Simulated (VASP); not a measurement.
# Te2Mo in VASP: single point with PBE+D3(BJ)

Aim: the single point of Te2Mo with PBE+D3(BJ).

Everything below comes from runs of VASP 6.6.1. Logs are shortened: lines on timing, memory, paths and dates and some standing lists are left out, and cuts for length are marked.

## 1. The cell of the first run

The cell holds a slab with vacuum, 6 atoms: a = 3.504 Å, b = 3.504 Å, c = 24.768 Å, α = 90.00°, β = 90.00°, γ = 120.00°.

## 2. Single point, PBE+D3(BJ) (layers slid over each other)

Input file INCAR:

```
SYSTEM = Te2Mo
PREC = Accurate
ENCUT = 520
EDIFF = 1E-6
ISMEAR = 0
SIGMA = 0.05
LREAL = .False.
LASPH = .True.
NELM = 60
ALGO = Normal
ISIF = 2
LWAVE = .False.
LCHARG = .False.
LDIPOL = .True.
IDIPOL = 3
DIPOL = 0.5 0.5 0.406
GGA = PE
IVDW = 12
NBANDS = 35
```

Input file KPOINTS:

```
regular mesh
0
Gamma
  9 9 1
  0 0 0
```

Input file POSCAR:

```
Te2Mo
1.0
    3.5038816881      0.0000000000      0.0000000000
   -1.7519408440      3.0344505538      0.0000000000
    0.0000000000      0.0000000000     24.7677198395
Te Mo
4 2
Direct
    0.3333333333      0.6666666667      0.1816881017
    0.3333333333      0.6666666667      0.3284056818
    0.5000000000      1.0000000000      0.4830424438
    0.5000000000      1.0000000000      0.6297600240
    0.6666666667      0.3333333333      0.2550468917
    0.8333333333      0.6666666667      0.5564012339
```

Potentials or basis: VASP PAW PBE potentials, release 64 (Te, Mo_sv).

Command:

```bash
cat potpaw_PBE.64/Te/POTCAR potpaw_PBE.64/Mo_sv/POTCAR > POTCAR
mpirun -np 1 vasp_std > vasp.out
```

OUTCAR:

```text
SYSTEM = Te2Mo
   PREC = Accurate
   ENCUT = 520
   EDIFF = 1E-6
   ISMEAR = 0
   LREAL = .False.
   LASPH = .True.
   NELM = 60
   ISIF = 2
   GGA = PE
   IVDW = 12
 IVDW          = 12

 ion  position               nearest neighbor table
   1  0.333  0.667  0.182-   5 2.72   5 2.72   5 2.72   2 3.63
   2  0.333  0.667  0.328-   5 2.72   5 2.72   5 2.72   1 3.63
   3  0.500  0.000  0.483-   6 2.72   6 2.72   6 2.72   4 3.63
   4  0.500  0.000  0.630-   6 2.72   6 2.72   6 2.72   3 3.63
   5  0.667  0.333  0.255-   1 2.72   1 2.72   1 2.72   2 2.72   2 2.72   2 2.72
   6  0.833  0.667  0.556-   3 2.72   4 2.72   3 2.72   4 2.72   3 2.72   4 2.72

  LATTYP: Found a hexagonal cell.
 ALAT       =     3.5038816881
 C/A-ratio  =     7.0686518679

  Lattice vectors:

 A1 = (   3.5038816881,   0.0000000000,   0.0000000000)
 A2 = (  -1.7519408440,   3.0344505538,   0.0000000000)
 A3 = (   0.0000000000,   0.0000000000,  24.7677198395)

Analysis of symmetry for initial positions (statically):
=====================================================================
 Subroutine PRICEL returns:
 Original cell was already a primitive cell.

 Routine SETGRP: Setting up the symmetry group for a
 hexagonal supercell.

 Subroutine GETGRP returns: Found  2 space group operations
 (whereof  2 operations were pure point group operations)
 out of a pool of 24 trial point group operations.

The static configuration has the point symmetry C_1h.

Analysis of symmetry for dynamics (positions and initial velocities):
=====================================================================
 Subroutine PRICEL returns:
 Original cell was already a primitive cell.

 Routine SETGRP: Setting up the symmetry group for a
 hexagonal supercell.

 Subroutine GETGRP returns: Found  2 space group operations
 (whereof  2 operations were pure point group operations)
 out of a pool of 24 trial point group operations.

The dynamic configuration has the point symmetry C_1h.

 Subroutine INISYM returns: Found  2 space group operations
 (whereof  2 operations are pure point group operations),
 and found     1 'primitive' translations

----------------------------------------------------------------------------------------

                                     Primitive cell

  volume of cell :     263.3392

  direct lattice vectors                    reciprocal lattice vectors
     3.503881688  0.000000000  0.000000000     0.285397764  0.164774476  0.000000000
    -1.751940844  3.034450554  0.000000000     0.000000000  0.329548952  0.000000000
     0.000000000  0.000000000 24.767719839     0.000000000  0.000000000  0.040375134

  length of vectors
     3.503881688  3.503881688 24.767719839     0.329548952  0.329548952  0.040375134

  position of ions in fractional coordinates (direct lattice)
     0.333333333  0.666666667  0.181688102
     0.333333333  0.666666667  0.328405682
     0.500000000  0.000000000  0.483042444
     0.500000000  0.000000000  0.629760024
     0.666666667  0.333333333  0.255046892
     0.833333333  0.666666667  0.556401234

  ion indices of the primitive-cell ions
   primitive index   ion index
                 1           1
                 2           2
                 3           3
                 4           4
                 5           5
                 6           6

----------------------------------------------------------------------------------------

 KPOINTS: regular mesh

Automatic generation of k-mesh.
 Grid dimensions read from file:
 generate k-points for:    9    9    1

 Generating k-lattice:

  Cartesian coordinates                     Fractional coordinates (reciprocal lattice)
     0.031710863  0.018308275  0.000000000     0.111111111  0.000000000  0.000000000
     0.000000000  0.036616550  0.000000000     0.000000000  0.111111111  0.000000000
     0.000000000  0.000000000  0.040375134     0.000000000  0.000000000  1.000000000

  Length of vectors
     0.036616550  0.036616550  0.040375134

  Shift w.r.t. Gamma in fractional coordinates (k-lattice)
     0.000000000  0.000000000  0.000000000

 Subroutine IBZKPT returns following result:
 ===========================================

 Found     25 irreducible k-points:

 Following reciprocal coordinates:
            Coordinates               Weight
  0.000000  0.000000  0.000000      1.000000
  0.111111  0.000000  0.000000      4.000000
  0.000000  0.111111  0.000000      2.000000
  0.222222 -0.000000  0.000000      4.000000
  0.000000  0.222222  0.000000      2.000000
  0.333333  0.000000  0.000000      4.000000
[... 16 lines left out ...]
 -0.222222 -0.444444  0.000000      4.000000
  0.444444  0.333333  0.000000      4.000000
   k-points           NKPTS =     25   k-points in BZ     NKDIM =     25   number of bands    NBANDS=     35
   number of dos      NEDOS =    301   number of ions     NIONS =      6
   total plane-waves  NPLWV = 150528
   dimension x,y,z NGX =    28 NGY =   28 NGZ =  192
   dimension x,y,z NGXF=    56 NGYF=   56 NGZF=  384
   ions per type =               4   2
   NGX,Y,Z   is equivalent  to a cutoff of  13.28, 13.28, 12.89 a.u.
   NGXF,Y,Z  is equivalent  to a cutoff of  26.57, 26.57, 25.77 a.u.
 SYSTEM =  Te2Mo
   PREC   = accura    normal or accurate (medium, high low for compatibility)
   ISTART =      0    job   : 0-new  1-cont  2-samecut
   ICHARG =      2    charge: 1-file 2-atom 10-const
   ISPIN  =      1    spin polarized calculation?
   LNONCOLLINEAR =      F non collinear calculations
   LSORBIT =      F    spin-orbit coupling
   LASPH  =      T    aspherical Exc in radial PAW
   ENCUT  =  520.0 eV  38.22 Ry    6.18 a.u.   6.51  6.51 46.05*2*pi/ulx,y,z
   NELM   =     60;   NELMIN=  2; NELMDL= -5     # of ELM steps
   EDIFF  = 0.1E-05   stopping-criterion for ELM
   LREAL  =      F    real-space projection
   EDIFFG = 0.1E-04   stopping-criterion for IOM
   NSW    =      0    number of steps for IOM
   IBRION =     -1    ionic relax: 0-MD 1-quasi-New 2-CG
   NFREE  =      0    steps in history (QN), initial steepest desc. (CG)
   ISIF   =      2    stress and relaxation
   ISYM   =      2    0-nonsym 1-usesym 2-fastsym
   POTIM  = 0.5000    time-step for ionic-motion
   TEBEG  =    0.0;   TEEND  =   0.0 temperature during run
   PSTRESS=    0.0 pullay stress
   NELECT =      52.0000    total number of electrons
   NUPDOWN=      -1.0000    fix difference up-down
   EMIN   =  10.00;   EMAX   =-10.00  energy-range for DOS
   EFERMI =   0.00;   METHOD = LEGACY
   ISMEAR =     0;   SIGMA  =   0.05  broadening in eV -4-tet -1-fermi 0-gaus
   EFERMI_NEDOS =   21; number of points for ismear=-14 and -15
   IALGO  =     38    algorithm
   IMIX   =      4    mixing-type and parameters
     AMIX     =   0.40;   BMIX     =  1.00
     AMIX_MAG =   1.60;   BMIX_MAG =  1.00
  volume/ion in A,a.u.               =      43.89       296.18
  Fermi-wavevector in a.u.,A,eV,Ry     =   0.953317  1.801508 12.365161  0.908814
  Thomas-Fermi vector in A             =   2.081961
   LORBIT       =      0    0 simple, 1 ext, 2 COOP (PROOUT), +10 PAW based schemes
   GGA     = PE    functional components
   LHFCALC =     F    Hartree Fock is set to
   AEXX    =    0.0000 exact exchange contribution
   IVDW    =    12    specifies the selected vdW correction
   LEPSILON=     F    determine dielectric tensor
   LRPA    =     F    only Hartree local field effects (RPA)
 non-spin polarized calculation
 Gauss-broadening in eV      SIGMA  =   0.05
  energy-cutoff  :      520.00
  volume of cell :      263.34
 maximum number of plane-waves:      7173
 NGX is ok and might be reduce to    28
   NGX = 13   NGY = 13   NGZ = 93

 dipolmoment           0.000000      0.000000     -0.000002 electrons x Angstroem

 number of electron      52.0000000 magnetization

 dipolmoment           0.000000      0.000000      0.000604 electrons x Angstroem

 Free energy of the ion-electron system (eV)
  ---------------------------------------------------
  ext. energy  EPLUGINS =         0.00000000
  ---------------------------------------------------
  free energy    TOTEN  =       -35.98337287 eV

  energy without entropy =      -35.98337287  energy(sigma->0) =      -35.98337287

 E-fermi :   2.7999     XC(G=0):  -6.4427

 val. band max:        2.4891302959   @ k =   0.3333   0.3333   0.0000
 cond. band min:       3.6193809820   @ k =  -0.4444   0.2222   0.0000
 fundamental gap:      1.1302506861
 Fermi energy:         2.7998528599

 k-point     1 :       0.0000    0.0000    0.0000
  band No.  band energies     occupation
      1     -58.1870      2.00000
      2     -58.1781      2.00000
      3     -32.3647      2.00000
      4     -32.3553      2.00000
      5     -32.2200      2.00000
      6     -32.2192      2.00000
[... 27 lines left out ...]
     34       5.9719      0.00000
     35       6.6458      0.00000

 k-point     2 :       0.1111    0.0000    0.0000
  band No.  band energies     occupation
      1     -58.1858      2.00000
      2     -58.1768      2.00000
      3     -32.3612      2.00000
      4     -32.3519      2.00000
      5     -32.2354      2.00000
      6     -32.2269      2.00000
[... 27 lines left out ...]
     34       5.8023      0.00000
     35       6.8861      0.00000

 k-point     3 :       0.0000    0.1111    0.0000
  band No.  band energies     occupation
      1     -58.1858      2.00000
      2     -58.1768      2.00000
      3     -32.3612      2.00000
      4     -32.3519      2.00000
      5     -32.2359      2.00000
      6     -32.2266      2.00000
[... 27 lines left out ...]
     34       5.8331      0.00000
     35       6.8874      0.00000
[... 723 lines left out ...]
 k-point    23 :      -0.2222   -0.4444    0.0000
  band No.  band energies     occupation
      1     -58.1760      2.00000
      2     -58.1671      2.00000
      3     -32.3351      2.00000
      4     -32.3325      2.00000
      5     -32.3266      2.00000
      6     -32.3223      2.00000
[... 27 lines left out ...]
     34       6.4493      0.00000
     35       7.1509      0.00000

 k-point    24 :       0.4444    0.3333    0.0000
  band No.  band energies     occupation
      1     -58.1760      2.00000
      2     -58.1671      2.00000
      3     -32.3341      2.00000
      4     -32.3328      2.00000
      5     -32.3259      2.00000
      6     -32.3234      2.00000
[... 27 lines left out ...]
     34       6.5329      0.00000
     35       7.0082      0.00000

 [... further k-points ...]

------------------------ aborting loop because EDIFF is reached ----------------------------------------

 vacuum level on the upper side and lower side of the slab       (xc-potential included)        -0.194        -0.204

 Edisp (eV)   -2.71928

 E8    (eV) :    -1.2868

  FORCE on cell =-STRESS in cart. coord.  units (eV):
  Direction    XX          YY          ZZ          XY          YZ          ZX
  --------------------------------------------------------------------------------------
  -------------------------------------------------------------------------------------
  Total      -0.23998    -0.15725    -0.24245    -0.00000     0.31762     0.00000
  in kB      -1.46009    -0.95675    -1.47509    -0.00000     1.93243     0.00000
  external pressure =       -1.30 kB  Pullay stress =        0.00 kB

 VOLUME and BASIS-vectors are now :
 -----------------------------------------------------------------------------
  energy-cutoff  :      520.00
  volume of cell :      263.34
      direct lattice vectors                 reciprocal lattice vectors
     3.503881688  0.000000000  0.000000000     0.285397764  0.164774476  0.000000000
    -1.751940844  3.034450554  0.000000000     0.000000000  0.329548952  0.000000000
     0.000000000  0.000000000 24.767719839     0.000000000  0.000000000  0.040375134

 POSITION                                       TOTAL-FORCE (eV/Angst)
 -----------------------------------------------------------------------------------
     -0.00000      2.02297      4.50000         0.000000      0.002332     -0.000853
     -0.00000      2.02297      8.13386        -0.000000     -0.055540      0.047877
      1.75194      0.00000     11.96386         0.000000      0.053518     -0.044265
      1.75194      0.00000     15.59772        -0.000000     -0.000392      0.003873
      1.75194      1.01148      6.31693        -0.000000     -0.017117      0.001141
      1.75194      2.02297     13.78079         0.000000      0.017199     -0.007774
 -----------------------------------------------------------------------------------
    total drift:                               -0.000000      0.000279     -0.000490

  FREE ENERGIE OF THE ION-ELECTRON SYSTEM (eV)
  ---------------------------------------------------
  free  energy   TOTEN  =       -38.7026519812 eV

  energy  without entropy=      -38.7026519812  energy(sigma->0) =      -38.70265198

 vacuum level on the upper side and lower side of the slab         7.181         7.174
```

Run time: 12 min. Hardware: 1 thread of Intel Xeon 8259CL, shared host; peak memory 0.51 GiB.

Results:

```
Free energy                : -38.7027 eV
Largest force              : 0.073 eV/Å
Band gap on the k mesh     : 1.13 eV (least direct gap 1.16 eV)
Dispersion energy per atom : -0.453 eV
```

Forces on the atoms (eV/Å):
```
Te   0.000  0.002 -0.001
Te   0.000 -0.056  0.048
Te   0.000  0.054 -0.044
Te   0.000  0.000  0.004
Mo   0.000 -0.017  0.001
Mo   0.000  0.017 -0.008
```

Caveat: the cell differs from its parent crystal (layers slid over each other); spin-orbit coupling is left out, which moves the levels of the heavy elements.
